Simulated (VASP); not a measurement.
# PbS in VASP: a series of runs

PbS is run at these levels: PBE; tasks: single point.

Program: VASP 6.6.1. These are calculated values, not measurements. Logs are shortened: lines on timing, memory, paths and dates and some standing lists are left out, and cuts for length are marked.

**1. The cell of the first run**

The cell holds a slab with vacuum, 4 atoms: a = 4.134 Å, b = 4.134 Å, c = 21.850 Å, α = 93.81°, β = 93.81°, γ = 90.05°.

**2. Single point, PBE**

Input file INCAR:

```
SYSTEM = PbS
PREC = Accurate
ENCUT = 520
EDIFF = 1E-6
ISMEAR = -1
SIGMA = 0.05
LREAL = .FALSE.
LASPH = .TRUE.
NELM = 100
ALGO = Normal
ISIF = 2
LWAVE = .FALSE.
LCHARG = .TRUE.
GGA = PE
LELF = .TRUE.
LVHAR = .TRUE.
NBANDS = 28
```

Input file KPOINTS:

```
Automatic mesh
0
G
  6 6 2
  0 0 0
```

Input file POSCAR:

```
PbS
1.0
    2.9219327503     -2.9243653752      0.0000000000
    2.9219327503      2.9243653752      0.0000000000
   -2.0554932466      0.0000000000     21.7533469753
Pb S
2 2
Direct
    0.2778832700      0.2674392800      0.0643015600
    0.7325607200      0.7221167300      0.9356984400
    0.7842103300      0.7540543200      0.0556270400
    0.2459456800      0.2157896700      0.9443729600
```

Potentials or basis: VASP PAW PBE potentials, release 64 (Pb_d, S).

The run is started by

```console
cat potpaw_PBE.64/Pb_d/POTCAR potpaw_PBE.64/S/POTCAR > POTCAR
mpirun -np 1 vasp_std > vasp.out
```

OUTCAR:

```text
SYSTEM = PbS
   PREC = Accurate
   ENCUT = 520
   EDIFF = 1E-6
   ISMEAR = -1
   LREAL = .FALSE.
   LASPH = .TRUE.
   NELM = 100
   ISIF = 2
   GGA = PE

 ion  position               nearest neighbor table
   1  0.278  0.267  0.064-   4 2.61   3 2.87   3 2.93   3 2.93   3 2.99   2 4.04   2 4.05   2 4.05
                             2 4.05
   2  0.733  0.722  0.936-   3 2.61   4 2.87   4 2.93   4 2.93   4 2.99   1 4.04   1 4.05   1 4.05
                             1 4.05
   3  0.784  0.754  0.056-   2 2.61   1 2.87   1 2.93   1 2.93   1 2.99
   4  0.246  0.216  0.944-   1 2.61   2 2.87   2 2.93   2 2.93   2 2.99

  LATTYP: Found a base centered monoclinic cell.
 ALAT       =     5.8438655006
 B/A-ratio  =     1.0008325397
 C/A-ratio  =     3.7390052639
 COS(beta)  =    -0.0940718675

  Lattice vectors:

 A1 = (   2.9219327503,  -2.9243653752,   0.0000000000)
 A2 = (   2.9219327503,   2.9243653752,   0.0000000000)
 A3 = (  -2.0554932466,   0.0000000000,  21.7533469753)

Analysis of symmetry for initial positions (statically):
=====================================================================
 Subroutine PRICEL returns:
 Original cell was already a primitive cell.

 Routine SETGRP: Setting up the symmetry group for a
 base centered monoclinic supercell.

 Subroutine GETGRP returns: Found  2 space group operations
 (whereof  2 operations were pure point group operations)
 out of a pool of  4 trial point group operations.

The static configuration has the point symmetry C_2 .

Analysis of symmetry for dynamics (positions and initial velocities):
=====================================================================
 Subroutine PRICEL returns:
 Original cell was already a primitive cell.

 Routine SETGRP: Setting up the symmetry group for a
 base centered monoclinic supercell.

 Subroutine GETGRP returns: Found  2 space group operations
 (whereof  2 operations were pure point group operations)
 out of a pool of  4 trial point group operations.

The dynamic configuration has the point symmetry C_2 .

 Subroutine INISYM returns: Found  2 space group operations
 (whereof  2 operations are pure point group operations),
 and found     1 'primitive' translations

----------------------------------------------------------------------------------------

                                     Primitive cell

  volume of cell :     371.7560

  direct lattice vectors                    reciprocal lattice vectors
     2.921932750 -2.924365375  0.000000000     0.171119613 -0.170977267  0.016169246
     2.921932750  2.924365375  0.000000000     0.171119613  0.170977267  0.016169246
    -2.055493247  0.000000000 21.753346975     0.000000000  0.000000000  0.045969937

  length of vectors
     4.133957407  4.133957407 21.850243869     0.242438842  0.242438842  0.045969937

  position of ions in fractional coordinates (direct lattice)
     0.277883270  0.267439280  0.064301560
     0.732560720  0.722116730  0.935698440
     0.784210330  0.754054320  0.055627040
     0.245945680  0.215789670  0.944372960

  ion indices of the primitive-cell ions
   primitive index   ion index
                 1           1
                 2           2
                 3           3
                 4           4

----------------------------------------------------------------------------------------

 KPOINTS: Automatic mesh

Automatic generation of k-mesh.
 Grid dimensions read from file:
 generate k-points for:    6    6    2

 Generating k-lattice:

  Cartesian coordinates                     Fractional coordinates (reciprocal lattice)
     0.028519935 -0.028496211  0.002694874     0.166666667  0.000000000  0.000000000
     0.028519935  0.028496211  0.002694874     0.000000000  0.166666667  0.000000000
     0.000000000  0.000000000  0.022984969     0.000000000  0.000000000  0.500000000

  Length of vectors
     0.040406474  0.040406474  0.022984969

  Shift w.r.t. Gamma in fractional coordinates (k-lattice)
     0.000000000  0.000000000  0.000000000

 Subroutine IBZKPT returns following result:
 ===========================================

 Found     26 irreducible k-points:

 Following reciprocal coordinates:
            Coordinates               Weight
  0.000000  0.000000  0.000000      1.000000
  0.166667  0.000000  0.000000      4.000000
  0.333333  0.000000  0.000000      4.000000
  0.500000  0.000000  0.000000      2.000000
  0.166667  0.166667  0.000000      2.000000
  0.333333  0.166667  0.000000      4.000000
[... 16 lines left out ...]
  0.333333  0.333333  0.500000      2.000000
  0.500000  0.333333  0.500000      4.000000
 [... further k-points ...]
   k-points           NKPTS =     26   k-points in BZ     NKDIM =     26   number of bands    NBANDS=     28
   number of dos      NEDOS =    301   number of ions     NIONS =      4
   total plane-waves  NPLWV = 172032
   dimension x,y,z NGX =    32 NGY =   32 NGZ =  168
   dimension x,y,z NGXF=    64 NGYF=   64 NGZF=  336
   ions per type =               2   2
   NGX,Y,Z   is equivalent  to a cutoff of  12.87, 12.87, 12.78 a.u.
   NGXF,Y,Z  is equivalent  to a cutoff of  25.74, 25.74, 25.56 a.u.
 SYSTEM =  PbS
   PREC   = accura    normal or accurate (medium, high low for compatibility)
   ISTART =      0    job   : 0-new  1-cont  2-samecut
   ICHARG =      2    charge: 1-file 2-atom 10-const
   ISPIN  =      1    spin polarized calculation?
   LNONCOLLINEAR =      F non collinear calculations
   LSORBIT =      F    spin-orbit coupling
   LASPH  =      T    aspherical Exc in radial PAW
   ENCUT  =  520.0 eV  38.22 Ry    6.18 a.u.   7.69  7.69 40.63*2*pi/ulx,y,z
   NELM   =    100;   NELMIN=  2; NELMDL= -5     # of ELM steps
   EDIFF  = 0.1E-05   stopping-criterion for ELM
   LREAL  =      F    real-space projection
   EDIFFG = 0.1E-04   stopping-criterion for IOM
   NSW    =      0    number of steps for IOM
   IBRION =     -1    ionic relax: 0-MD 1-quasi-New 2-CG
   NFREE  =      0    steps in history (QN), initial steepest desc. (CG)
   ISIF   =      2    stress and relaxation
   ISYM   =      2    0-nonsym 1-usesym 2-fastsym
   POTIM  = 0.5000    time-step for ionic-motion
   TEBEG  =    0.0;   TEEND  =   0.0 temperature during run
   PSTRESS=    0.0 pullay stress
   NELECT =      40.0000    total number of electrons
   NUPDOWN=      -1.0000    fix difference up-down
   EMIN   =  10.00;   EMAX   =-10.00  energy-range for DOS
   EFERMI =   0.00;   METHOD = LEGACY
   ISMEAR =    -1;   SIGMA  =   0.05  broadening in eV -4-tet -1-fermi 0-gaus
   EFERMI_NEDOS =   21; number of points for ismear=-14 and -15
   IALGO  =     38    algorithm
   IMIX   =      4    mixing-type and parameters
     AMIX     =   0.40;   BMIX     =  1.00
     AMIX_MAG =   1.60;   BMIX_MAG =  1.00
  volume/ion in A,a.u.               =      92.94       627.18
  Fermi-wavevector in a.u.,A,eV,Ry     =   0.778650  1.471435  8.249152  0.606296
  Thomas-Fermi vector in A             =   1.881590
   LORBIT       =      0    0 simple, 1 ext, 2 COOP (PROOUT), +10 PAW based schemes
   GGA     = PE    functional components
   LHFCALC =     F    Hartree Fock is set to
   AEXX    =    0.0000 exact exchange contribution
   IVDW    =     0    specifies the selected vdW correction
   LEPSILON=     F    determine dielectric tensor
   LRPA    =     F    only Hartree local field effects (RPA)
 non-spin polarized calculation
  energy-cutoff  :      520.00
  volume of cell :      371.76
 maximum number of plane-waves:     10052
   NGX = 15   NGY = 15   NGZ = 81

 number of electron      40.0000001 magnetization

 Free energy of the ion-electron system (eV)
  ---------------------------------------------------
  ext. energy  EPLUGINS =         0.00000000
  ---------------------------------------------------
  free energy    TOTEN  =       -17.18817749 eV

  energy without entropy =      -17.18817749  energy(sigma->0) =      -17.18817749

 E-fermi :  -0.8187     XC(G=0):  -3.1635

 val. band max:       -1.8393414615   @ k =   0.3333   0.0000   0.0000
 cond. band min:       0.1416552406   @ k =   0.0000   0.0000   0.5000
 fundamental gap:      1.9809967021
 Fermi energy:        -0.8187383991

 k-point     1 :       0.0000    0.0000    0.0000
  band No.  band energies     occupation
      1     -18.0618      2.00000
      2     -17.9095      2.00000
      3     -17.8912      2.00000
      4     -17.8876      2.00000
      5     -17.8635      2.00000
      6     -17.8544      2.00000
[... 20 lines left out ...]
     27       3.7572      0.00000
     28       4.0647      0.00000

 k-point     2 :       0.1667    0.0000    0.0000
  band No.  band energies     occupation
      1     -18.0410      2.00000
      2     -17.8989      2.00000
      3     -17.8952      2.00000
      4     -17.8769      2.00000
      5     -17.8730      2.00000
      6     -17.8645      2.00000
[... 20 lines left out ...]
     27       3.2342      0.00000
     28       4.0460      0.00000

 k-point     3 :       0.3333    0.0000    0.0000
  band No.  band energies     occupation
      1     -17.9938      2.00000
      2     -17.9126      2.00000
      3     -17.8901      2.00000
      4     -17.8854      2.00000
      5     -17.8782      2.00000
      6     -17.8615      2.00000
[... 20 lines left out ...]
     27       3.5508      0.00000
     28       3.7824      0.00000

 k-point     4 :       0.5000    0.0000    0.0000
  band No.  band energies     occupation
      1     -17.9467      2.00000
      2     -17.9462      2.00000
      3     -17.8966      2.00000
      4     -17.8964      2.00000
      5     -17.8663      2.00000
      6     -17.8658      2.00000
[... 20 lines left out ...]
     27       4.2550      0.00000
     28       4.2671      0.00000

 k-point     5 :       0.1667    0.1667    0.0000
  band No.  band energies     occupation
      1     -18.0280      2.00000
      2     -17.9032      2.00000
      3     -17.8888      2.00000
      4     -17.8785      2.00000
      5     -17.8700      2.00000
      6     -17.8692      2.00000
[... 20 lines left out ...]
     27       3.4760      0.00000
     28       3.4982      0.00000

 k-point     6 :       0.3333    0.1667    0.0000
  band No.  band energies     occupation
      1     -18.0012      2.00000
      2     -17.9380      2.00000
      3     -17.8846      2.00000
      4     -17.8835      2.00000
      5     -17.8730      2.00000
      6     -17.8553      2.00000
[... 463 lines left out ...]
      5     -17.8733      2.00000
      6     -17.8551      2.00000
[... 20 lines left out ...]
     27       3.8154      0.00000
     28       3.8665      0.00000

 k-point    22 :      -0.1667    0.1667    0.5000
  band No.  band energies     occupation
      1     -18.0280      2.00000
      2     -17.9037      2.00000
      3     -17.8888      2.00000
      4     -17.8781      2.00000
      5     -17.8700      2.00000
      6     -17.8689      2.00000
[... 20 lines left out ...]
     27       3.4688      0.00000
     28       3.7144      0.00000

 k-point    23 :       0.3333    0.3333    0.5000
  band No.  band energies     occupation
      1     -18.0220      2.00000
      2     -17.9920      2.00000
      3     -17.8796      2.00000
      4     -17.8771      2.00000
      5     -17.8702      2.00000
      6     -17.8478      2.00000
[... 20 lines left out ...]
     27       4.3197      0.00000
     28       4.5955      0.00000

 k-point    24 :       0.5000    0.3333    0.5000
  band No.  band energies     occupation
      1     -18.0266      2.00000
      2     -18.0262      2.00000
      3     -17.8802      2.00000
      4     -17.8801      2.00000
      5     -17.8600      2.00000
      6     -17.8590      2.00000
[... 20 lines left out ...]
     27       4.5848      0.00000
     28       4.5849      0.00000

 [... further k-points ...]

------------------------ aborting loop because EDIFF is reached ----------------------------------------

  FORCE on cell =-STRESS in cart. coord.  units (eV):
  Direction    XX          YY          ZZ          XY          YZ          ZX
  --------------------------------------------------------------------------------------
  -------------------------------------------------------------------------------------
  Total        2.9464869      2.9686558      2.7816888      0.0000000      0.0000000      0.0112579
  in kB       12.6986388     12.7941810     11.9883991      0.0000000      0.0000000      0.0485190
  external PRESSURE =      12.4937396 kB  Pullay stress =       0.0000000 kB

 VOLUME and BASIS-vectors are now :
 -----------------------------------------------------------------------------
  energy-cutoff  :      520.00
  volume of cell :      371.76
      direct lattice vectors                 reciprocal lattice vectors
     2.921932750 -2.924365375  0.000000000     0.171119613 -0.170977267  0.016169246
     2.921932750  2.924365375  0.000000000     0.171119613  0.170977267  0.016169246
    -2.055493247  0.000000000 21.753346975     0.000000000  0.000000000  0.045969937

 POSITION                                       TOTAL-FORCE (eV/Angst)
 -----------------------------------------------------------------------------------
      1.46122     -0.03054      1.39877        -0.003992     -0.050071      0.604634
      2.32715     -0.03054     20.35457         0.003992     -0.050071     -0.604634
      4.38036     -0.08819      1.21007         0.009438      0.050071      0.468593
     -0.59199     -0.08819     20.54327        -0.009438      0.050071     -0.468593
 -----------------------------------------------------------------------------------
    total drift:                                0.000000      0.000660     -0.000000

  FREE ENERGIE OF THE ION-ELECTRON SYSTEM (eV)
  ---------------------------------------------------
  free  energy   TOTEN  =       -17.1881774898 eV

  energy  without entropy=      -17.1881774890  energy(sigma->0) =      -17.18817749
```

It took 12 min on 1 thread of Intel Xeon 8259CL, shared host; peak memory 0.57 GiB.

Results:

```
Free energy            : -17.1882 eV
Largest force          : 0.607 eV/Å
Band gap on the k mesh : 1.98 eV (least direct gap 2.11 eV)
```

Forces in eV/Å, atoms in the order of the input:
```
Pb  -0.004 -0.050  0.605
Pb   0.004 -0.050 -0.605
S    0.009  0.050  0.469
S   -0.009  0.050 -0.469
```

Caveat: there is no dipole correction, which matters where the two faces differ; spin-orbit coupling is left out, which moves the levels of the heavy elements.

**3. Single point, PBE**

This run uses another cell than the first one.

Input file INCAR:

```
SYSTEM = PbS
ALGO = Normal ; EDIFF = 1E-6
ENCUT = 520 ; GGA = PE
ISIF = 2 ; ISMEAR = -1
LASPH = .True. ; LCHARG = .False.
LREAL = .False. ; LWAVE = .False.
NBANDS = 28 ; NELM = 100
PREC = Accurate ; SIGMA = 0.05
```

Input file KPOINTS:

```
k-points
0
Gamma
  6 6 2
  0 0 0
```

Input file POSCAR:

```
PbS
1.0
    2.9425104195     -2.9449601761      0.0000000000
    2.9425104195      2.9449601761      0.0000000000
   -2.0699690281      0.0000000000     21.9065446071
Pb S
2 2
Direct
    0.2778832700      0.2674392800      0.0643015600
    0.7325607200      0.7221167300      0.9356984400
    0.7842103300      0.7540543200      0.0556270400
    0.2459456800      0.2157896700      0.9443729600
```

Potentials or basis: VASP PAW PBE potentials, release 64 (Pb_d, S).

The run is started by

```console
cat potpaw_PBE.64/Pb_d/POTCAR potpaw_PBE.64/S/POTCAR > POTCAR
mpirun -np 1 vasp_std > vasp.out
```

OUTCAR:

```text
SYSTEM = PbS
   EDIFF = 1E-6
   ENCUT = 520
   GGA = PE
   ISIF = 2
   ISMEAR = -1
   LASPH = .True.
   LREAL = .False.
   NELM = 100
   PREC = Accurate

 ion  position               nearest neighbor table
   1  0.278  0.267  0.064-   4 2.63   3 2.89   3 2.95   3 2.95   3 3.01   2 4.07   2 4.07   2 4.08
                             2 4.08
   2  0.733  0.722  0.936-   3 2.63   4 2.89   4 2.95   4 2.95   4 3.01   1 4.07   1 4.07   1 4.08
                             1 4.08
   3  0.784  0.754  0.056-   2 2.63   1 2.89   1 2.95   1 2.95   1 3.01
   4  0.246  0.216  0.944-   1 2.63   2 2.89   2 2.95   2 2.95   2 3.01

  LATTYP: Found a base centered monoclinic cell.
 ALAT       =     5.8850208390
 B/A-ratio  =     1.0008325397
 C/A-ratio  =     3.7390052639
 COS(beta)  =    -0.0940718675

  Lattice vectors:

 A1 = (   2.9425104195,  -2.9449601761,   0.0000000000)
 A2 = (   2.9425104195,   2.9449601761,   0.0000000000)
 A3 = (  -2.0699690281,   0.0000000000,  21.9065446071)

Analysis of symmetry for initial positions (statically):
=====================================================================
 Subroutine PRICEL returns:
 Original cell was already a primitive cell.
[... 174 lines left out ...]

 val. band max:       -1.9354802446   @ k =   0.3333  -0.0000   0.0000
 cond. band min:       0.0851596089   @ k =   0.0000   0.0000   0.5000
 fundamental gap:      2.0206398535
 Fermi energy:        -0.8911480129

 k-point     1 :       0.0000    0.0000    0.0000
  band No.  band energies     occupation
      1     -18.1199      2.00000
      2     -17.9866      2.00000
      3     -17.9667      2.00000
      4     -17.9664      2.00000
      5     -17.9426      2.00000
      6     -17.9342      2.00000
[... 733 lines left out ...]
     27       4.4668      0.00000
     28       4.4678      0.00000

 [... further k-points ...]

------------------------ aborting loop because EDIFF is reached ----------------------------------------

  FORCE on cell =-STRESS in cart. coord.  units (eV):
  Direction    XX          YY          ZZ          XY          YZ          ZX
  --------------------------------------------------------------------------------------
  -------------------------------------------------------------------------------------
  Total        2.0819340      2.1031630      2.0254129      0.0000000      0.0000000      0.0119876
  in kB        8.7856971      8.8752828      8.5471798      0.0000000      0.0000000      0.0505874
  external PRESSURE =       8.7360532 kB  Pullay stress =       0.0000000 kB

 VOLUME and BASIS-vectors are now :
 -----------------------------------------------------------------------------
  energy-cutoff  :      520.00
  volume of cell :      379.67
      direct lattice vectors                 reciprocal lattice vectors
     2.942510420 -2.944960176  0.000000000     0.169922933 -0.169781583  0.016056170
     2.942510420  2.944960176  0.000000000     0.169922933  0.169781583  0.016056170
    -2.069969028  0.000000000 21.906544607     0.000000000  0.000000000  0.045648459

 POSITION                                       TOTAL-FORCE (eV/Angst)
 -----------------------------------------------------------------------------------
      1.47152     -0.03076      1.40862        -0.003266     -0.037576      0.423928
      2.34354     -0.03076     20.49792         0.003266     -0.037576     -0.423928
      4.41121     -0.08881      1.21860         0.008409      0.037576      0.359284
     -0.59616     -0.08881     20.68795        -0.008409      0.037576     -0.359284
 -----------------------------------------------------------------------------------
    total drift:                                0.000000      0.000890     -0.000000

  FREE ENERGIE OF THE ION-ELECTRON SYSTEM (eV)
  ---------------------------------------------------
  free  energy   TOTEN  =       -17.2413718725 eV

  energy  without entropy=      -17.2413718719  energy(sigma->0) =      -17.24137187
```

stdout:

```text
POSCAR found type information on POSCAR PbS
 POSCAR found :  2 types and       4 ions
 scaLAPACK will be used
 LDA part: xc-table for (Slater+PW92), standard interpolation
 POSCAR, INCAR and KPOINTS ok, starting setup
 FFT: planning ... GRIDC
 FFT: planning ... GRID_SOFT
 FFT: planning ... GRID
 WAVECAR not read
 entering main loop
```

Wall time 12 min (1 thread of Intel Xeon 8259CL, shared host); peak memory 0.55 GiB.

Results:

```
Free energy            : -17.2414 eV
Largest force          : 0.426 eV/Å
Band gap on the k mesh : 2.02 eV (least direct gap 2.13 eV)
```

Forces in eV/Å, atoms in the order of the input:
```
Pb  -0.003 -0.038  0.424
Pb   0.003 -0.038 -0.424
S    0.008  0.038  0.359
S   -0.008  0.038 -0.359
```

Caveat: there is no dipole correction, which matters where the two faces differ; spin-orbit coupling is left out, which moves the levels of the heavy elements.

(Continued in part 2 of 2.)
